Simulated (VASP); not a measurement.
# Si2Mo in VASP: single point with PBEsol

Aim: the single point of Si2Mo with PBEsol.

All numbers are computed with VASP 6.6.1; they aren't measurements. Logs are shortened: lines on timing, memory, paths and dates and some standing lists are left out, and cuts for length are marked.

**1. The cell of the first run**

The cell holds a slab with vacuum, 12 atoms: a = 3.190 Å, b = 4.515 Å, c = 25.826 Å, α = 90.00°, β = 90.00°, γ = 110.69°.

**2. Single point, PBEsol**

File INCAR:

```
PREC = Accurate
ENCUT = 520
EDIFF = 1E-6
ISMEAR = 0
SIGMA = 0.1
LREAL = F
LASPH = T
NELM = 80
ALGO = Normal
ISIF = 2
LWAVE = F
LCHARG = T
LDIPOL = T
IDIPOL = 3
DIPOL = 0.5 0.5 0.500
GGA = PS
LELF = T
LVHAR = T
LVACPOTAV = T
NBANDS = 56
ISYM = 0
```

File KPOINTS:

```
Automatic mesh
0
Gamma
  12 8 1
```

File POSCAR:

```
Si2Mo
1.0
    3.1900700822      0.0000000000      0.0000000000
   -1.5950350411      4.2234641128      0.0000000000
    0.0000000000      0.0000000000     25.8255991640
Si Mo
8 4
Direct
    0.7127290045      0.4254580090      0.2904095255
    0.4298983544      0.8597967089      0.3281399316
    0.8553563634      0.7107127268      0.4047854529
    0.5725257134      0.1450514267      0.4425158590
    0.9979837223      0.9959674447      0.5191613803
    0.7151530723      0.4303061446      0.5568917864
    0.1406110813      0.2812221625      0.6335373077
    0.8577804312      0.7155608625      0.6712677138
    0.1426273589      0.2852547179      0.3664626923
    0.2852547179      0.5705094357      0.4808386197
    0.4278820768      0.8557641536      0.5952145471
    0.5705094357      0.1410188714      0.7095904745
```

Potentials or basis: VASP PAW PBE potentials, release 64 (Si, Mo_sv).

Launch:

```bash
> cat potpaw_PBE.64/Si/POTCAR potpaw_PBE.64/Mo_sv/POTCAR > POTCAR
> mpirun -np 1 vasp_std > vasp.out
```

OUTCAR:

```text
PREC = Accurate
   ENCUT = 520
   EDIFF = 1E-6
   ISMEAR = 0
   LREAL = F
   LASPH = T
   NELM = 80
   ISIF = 2
   GGA = PS
   ISYM = 0

 ion  position               nearest neighbor table
   1  0.713  0.425  0.290-   2 2.58   9 2.60   9 2.60   2 2.62   2 2.62
   2  0.430  0.860  0.328-   1 2.58   9 2.60   9 2.60   3 2.62   3 2.62   1 2.62   1 2.62   9 2.62

   3  0.855  0.711  0.405-   4 2.58   9 2.60   9 2.60  10 2.60  10 2.60   2 2.62   2 2.62   4 2.62
                             4 2.62   9 2.62
   4  0.573  0.145  0.443-   3 2.58   9 2.60   9 2.60  10 2.60  10 2.60   5 2.62   5 2.62   3 2.62
                             3 2.62  10 2.62
   5  0.998  0.996  0.519-   6 2.58  10 2.60  10 2.60  11 2.60  11 2.60   4 2.62   4 2.62   6 2.62
                             6 2.62  10 2.62
   6  0.715  0.430  0.557-   5 2.58  10 2.60  10 2.60  11 2.60  11 2.60   7 2.62   7 2.62   5 2.62
                             5 2.62  11 2.62
   7  0.141  0.281  0.634-   8 2.58  11 2.60  11 2.60  12 2.60  12 2.60   6 2.62   6 2.62   8 2.62
                             8 2.62  11 2.62
   8  0.858  0.716  0.671-   7 2.58  11 2.60  11 2.60  12 2.60  12 2.60   7 2.62   7 2.62  12 2.62

   9  0.143  0.285  0.366-   3 2.60   3 2.60   4 2.60   4 2.60   2 2.60   2 2.60   1 2.60   1 2.60
                             3 2.62   2 2.62  10 3.19
  10  0.285  0.571  0.481-   5 2.60   6 2.60   6 2.60   5 2.60   4 2.60   4 2.60   3 2.60   3 2.60
                             5 2.62   4 2.62   9 3.19  11 3.19
  11  0.428  0.856  0.595-   7 2.60   7 2.60   8 2.60   8 2.60   6 2.60   6 2.60   5 2.60   5 2.60
                             7 2.62   6 2.62  12 3.19  10 3.19
  12  0.571  0.141  0.710-   8 2.60   8 2.60   7 2.60   7 2.60   8 2.62  11 3.19

IMPORTANT INFORMATION: All symmetrisations will be switched off!
NOSYMM: (Re-)initialisation of all symmetry stuff for point group C_1.

----------------------------------------------------------------------------------------

                                     Primitive cell

  volume of cell :     347.9521

  direct lattice vectors                    reciprocal lattice vectors
     3.190070082  0.000000000  0.000000000     0.313472737  0.118386231  0.000000000
    -1.595035041  4.223464113  0.000000000     0.000000000  0.236772463  0.000000000
     0.000000000  0.000000000 25.825599164     0.000000000  0.000000000  0.038721270

  length of vectors
     3.190070082  4.514619131 25.825599164     0.335082761  0.236772463  0.038721270

  position of ions in fractional coordinates (direct lattice)
     0.712729004  0.425458009  0.290409526
     0.429898354  0.859796709  0.328139932
     0.855356363  0.710712727  0.404785453
     0.572525713  0.145051427  0.442515859
     0.997983722  0.995967445  0.519161380
     0.715153072  0.430306145  0.556891786
     0.140611081  0.281222163  0.633537308
     0.857780431  0.715560862  0.671267714
     0.142627359  0.285254718  0.366462692
     0.285254718  0.570509436  0.480838620
     0.427882077  0.855764154  0.595214547
     0.570509436  0.141018871  0.709590474

  ion indices of the primitive-cell ions
   primitive index   ion index
                 1           1
                 2           2
                 3           3
                 4           4
                 5           5
                 6           6
                 7           7
                 8           8
                 9           9
                10          10
                11          11
                12          12

----------------------------------------------------------------------------------------

 KPOINTS: Automatic mesh

Automatic generation of k-mesh.
 Grid dimensions read from file:
 generate k-points for:   12    8    1

 Generating k-lattice:

  Cartesian coordinates                     Fractional coordinates (reciprocal lattice)
     0.026122728  0.009865519  0.000000000     0.083333333  0.000000000  0.000000000
     0.000000000  0.029596558  0.000000000     0.000000000  0.125000000  0.000000000
     0.000000000  0.000000000  0.038721270     0.000000000  0.000000000  1.000000000

  Length of vectors
     0.027923563  0.029596558  0.038721270

  Shift w.r.t. Gamma in fractional coordinates (k-lattice)
     0.000000000  0.000000000  0.000000000

 -----------------------------------------------------------------------------
|                                                                             |
|           W    W    AA    RRRRR   N    N  II  N    N   GGGG   !!!           |
|           W    W   A  A   R    R  NN   N  II  NN   N  G    G  !!!           |
|           W    W  A    A  R    R  N N  N  II  N N  N  G       !!!           |
|           W WW W  AAAAAA  RRRRR   N  N N  II  N  N N  G  GGG   !            |
|           WW  WW  A    A  R   R   N   NN  II  N   NN  G    G                |
|           W    W  A    A  R    R  N    N  II  N    N   GGGG   !!!           |
|                                                                             |
|     Your reciprocal lattice and k-lattice belong to different lattice       |
|     classes:                                                                |
|                                                                             |
|        The reciprocal lattice is base centered orthorhombic,                |
|        whereas your k-lattice is simple monoclinic.                         |
|                                                                             |
|     Results are often still useful ...                                      |
|                                                                             |
 -----------------------------------------------------------------------------

 WARNING: IBZKPT: internal override: KBLOWUP is changed to .FALSE.
      ... skipping the blow-up phase ...

 Subroutine IBZKPT returns following result:
 ===========================================

 Found     50 irreducible k-points:

 Following reciprocal coordinates:
            Coordinates               Weight
  0.000000  0.000000  0.000000      1.000000
  0.083333  0.000000  0.000000      2.000000
  0.166667  0.000000  0.000000      2.000000
  0.250000  0.000000  0.000000      2.000000
  0.333333  0.000000  0.000000      2.000000
  0.416667  0.000000  0.000000      2.000000
[... 16 lines left out ...]
  0.250000  0.250000  0.000000      2.000000
  0.333333  0.250000  0.000000      2.000000
 [... further k-points ...]
   k-points           NKPTS =     50   k-points in BZ     NKDIM =     50   number of bands    NBANDS=     56
   number of dos      NEDOS =    301   number of ions     NIONS =     12
   total plane-waves  NPLWV = 165888
   dimension x,y,z NGX =    24 NGY =   36 NGZ =  192
   dimension x,y,z NGXF=    48 NGYF=   72 NGZF=  384
   ions per type =               8   4
   NGX,Y,Z   is equivalent  to a cutoff of  12.51, 13.26, 12.36 a.u.
   NGXF,Y,Z  is equivalent  to a cutoff of  25.01, 26.51, 24.72 a.u.
 SYSTEM =  unknown system
   PREC   = accura    normal or accurate (medium, high low for compatibility)
   ISTART =      0    job   : 0-new  1-cont  2-samecut
   ICHARG =      2    charge: 1-file 2-atom 10-const
   ISPIN  =      1    spin polarized calculation?
   LNONCOLLINEAR =      F non collinear calculations
   LSORBIT =      F    spin-orbit coupling
   LASPH  =      T    aspherical Exc in radial PAW
   ENCUT  =  520.0 eV  38.22 Ry    6.18 a.u.   5.93  8.39 48.02*2*pi/ulx,y,z
   NELM   =     80;   NELMIN=  2; NELMDL= -5     # of ELM steps
   EDIFF  = 0.1E-05   stopping-criterion for ELM
   LREAL  =      F    real-space projection
   EDIFFG = 0.1E-04   stopping-criterion for IOM
   NSW    =      0    number of steps for IOM
   IBRION =     -1    ionic relax: 0-MD 1-quasi-New 2-CG
   NFREE  =      0    steps in history (QN), initial steepest desc. (CG)
   ISIF   =      2    stress and relaxation
   ISYM   =      0    0-nonsym 1-usesym 2-fastsym
   POTIM  = 0.5000    time-step for ionic-motion
   TEBEG  =    0.0;   TEEND  =   0.0 temperature during run
   PSTRESS=    0.0 pullay stress
   NELECT =      88.0000    total number of electrons
   NUPDOWN=      -1.0000    fix difference up-down
   EMIN   =  10.00;   EMAX   =-10.00  energy-range for DOS
   EFERMI =   0.00;   METHOD = LEGACY
   ISMEAR =     0;   SIGMA  =   0.10  broadening in eV -4-tet -1-fermi 0-gaus
   EFERMI_NEDOS =   21; number of points for ismear=-14 and -15
   IALGO  =     38    algorithm
   IMIX   =      4    mixing-type and parameters
     AMIX     =   0.40;   BMIX     =  1.00
     AMIX_MAG =   1.60;   BMIX_MAG =  1.00
  volume/ion in A,a.u.               =      29.00       195.67
  Fermi-wavevector in a.u.,A,eV,Ry     =   1.035291  1.956417 14.583107  1.071828
  Thomas-Fermi vector in A             =   2.169628
   LORBIT       =      0    0 simple, 1 ext, 2 COOP (PROOUT), +10 PAW based schemes
   GGA     = PS    functional components
   LHFCALC =     F    Hartree Fock is set to
   AEXX    =    0.0000 exact exchange contribution
   IVDW    =     0    specifies the selected vdW correction
   LEPSILON=     F    determine dielectric tensor
   LRPA    =     F    only Hartree local field effects (RPA)
 non-spin polarized calculation
 Gauss-broadening in eV      SIGMA  =   0.10
  energy-cutoff  :      520.00
  volume of cell :      347.95
 maximum number of plane-waves:      9428
   NGX = 11   NGY = 17   NGZ = 97

 dipolmoment           0.000000      0.000000      0.003556 electrons x Angstroem

 number of electron      87.9999996 magnetization

 dipolmoment           0.000000      0.000000     -0.129264 electrons x Angstroem

 Free energy of the ion-electron system (eV)
  ---------------------------------------------------
  ext. energy  EPLUGINS =         0.00000000
  ---------------------------------------------------
  free energy    TOTEN  =       -94.17464447 eV

  energy without entropy =      -94.14187406  energy(sigma->0) =      -94.15825926

 E-fermi :   3.1528     XC(G=0):  -6.6624

 val. band max:        3.1362193947   @ k =  -0.0833   0.3750   0.0000
 cond. band min:       3.1682722163   @ k =  -0.0833   0.2500   0.0000
 fundamental gap:      0.0320528216
 Fermi energy:         3.1527858169

 k-point     1 :       0.0000    0.0000    0.0000
  band No.  band energies     occupation
      1     -57.3334      2.00000
      2     -57.2440      2.00000
      3     -57.2116      2.00000
      4     -57.1492      2.00000
      5     -31.6411      2.00000
      6     -31.5477      2.00000
[... 48 lines left out ...]
     55       7.0284      0.00000
     56       7.0944      0.00000

 k-point     2 :       0.0833    0.0000    0.0000
  band No.  band energies     occupation
      1     -57.3322      2.00000
      2     -57.2427      2.00000
      3     -57.2103      2.00000
      4     -57.1479      2.00000
      5     -31.6390      2.00000
      6     -31.5452      2.00000
[... 48 lines left out ...]
     55       6.7645      0.00000
     56       7.0050      0.00000

 k-point     3 :       0.1667    0.0000    0.0000
  band No.  band energies     occupation
      1     -57.3290      2.00000
      2     -57.2391      2.00000
      3     -57.2068      2.00000
      4     -57.1444      2.00000
      5     -31.6333      2.00000
      6     -31.5386      2.00000
[... 1172 lines left out ...]
 k-point    23 :       0.2500    0.2500    0.0000
  band No.  band energies     occupation
      1     -57.3246      2.00000
      2     -57.2341      2.00000
      3     -57.2019      2.00000
      4     -57.1395      2.00000
      5     -31.6249      2.00000
      6     -31.5297      2.00000
[... 48 lines left out ...]
     55       6.4915      0.00000
     56       6.7927      0.00000

 k-point    24 :       0.3333    0.2500    0.0000
  band No.  band energies     occupation
      1     -57.3203      2.00000
      2     -57.2293      2.00000
      3     -57.1971      2.00000
      4     -57.1347      2.00000
      5     -31.6173      2.00000
      6     -31.5569      2.00000
[... 48 lines left out ...]
     55       6.5526      0.00000
     56       6.8074      0.00000

 [... further k-points ...]

------------------------ aborting loop because EDIFF is reached ----------------------------------------

  FORCE on cell =-STRESS in cart. coord.  units (eV):
  Direction    XX          YY          ZZ          XY          YZ          ZX
  --------------------------------------------------------------------------------------
  -------------------------------------------------------------------------------------
  Total       -6.3616340     -4.6950440     -1.7699405      0.0325020     -0.3830987     -0.0260937
  in kB      -29.2927284    -21.6187614     -8.1498537      0.1496584     -1.7640130     -0.1201507
  external PRESSURE =     -19.6871145 kB  Pullay stress =       0.0000000 kB

 VOLUME and BASIS-vectors are now :
 -----------------------------------------------------------------------------
  energy-cutoff  :      520.00
  volume of cell :      347.95
      direct lattice vectors                 reciprocal lattice vectors
     3.190070082  0.000000000  0.000000000     0.313472737  0.118386231  0.000000000
    -1.595035041  4.223464113  0.000000000     0.000000000  0.236772463  0.000000000
     0.000000000  0.000000000 25.825599164     0.000000000  0.000000000  0.038721270

 POSITION                                       TOTAL-FORCE (eV/Angst)
 -----------------------------------------------------------------------------------
      1.59504      1.79691      7.50000         0.002143      0.113938     -0.268175
     -0.00000      3.63132      8.47441         0.003282      0.113235     -0.313065
      1.59504      3.00167     10.45383        -0.000537      0.123213     -0.309886
      1.59504      0.61262     11.42824        -0.000256     -0.100674     -0.133681
      1.59504      4.20643     13.40765         0.000570      0.018690     -0.045140
      1.59504      1.81738     14.38206         0.000112     -0.073409      0.086277
      0.00000      1.18773     16.36148         0.002972      0.104629      0.922390
      1.59504      3.02215     17.33589         0.004246     -0.435139      1.117933
     -0.00000      1.20476      9.46412        -0.004099     -0.241078      0.889888
      0.00000      2.40953     12.41795        -0.001629      0.055781      0.179847
      0.00000      3.61429     15.37177         0.003514     -0.003858     -0.304214
      1.59504      0.59559     18.32560        -0.010318      0.324670     -1.822175
 -----------------------------------------------------------------------------------
    total drift:                                0.000198      0.000197      0.000261

  FREE ENERGIE OF THE ION-ELECTRON SYSTEM (eV)
  ---------------------------------------------------
  free  energy   TOTEN  =       -94.1746444656 eV

  energy  without entropy=      -94.1418740637  energy(sigma->0) =      -94.15825926

 vacuum level on the upper side and lower side of the slab         6.739         8.474
```

Run time: 22 min. Hardware: 1 thread of Intel Xeon 6975P-C (Granite Rapids), shared host; peak memory 0.86 GiB.

Results:

```yaml
Free_energy: -94.1746 eV
Largest_force: 1.851 eV/Å
Band_gap_on_the_k_mesh: zero (bands 44 and 45 overlap by 0.31 eV)
```

Forces in eV/Å, atoms in the order of the input:
```
Si   0.002  0.114 -0.268
Si   0.003  0.113 -0.313
Si  -0.001  0.123 -0.310
Si   0.000 -0.101 -0.134
Si   0.001  0.019 -0.045
Si   0.000 -0.073  0.086
Si   0.003  0.105  0.922
Si   0.004 -0.435  1.118
Mo  -0.004 -0.241  0.890
Mo  -0.002  0.056  0.180
Mo   0.004 -0.004 -0.304
Mo  -0.010  0.325 -1.822
```

Caveat: the PAW data sets were made with another functional, which shifts forces and pressure a little.

The gap in the log of VASP goes by the Fermi energy; the results here count the filled bands.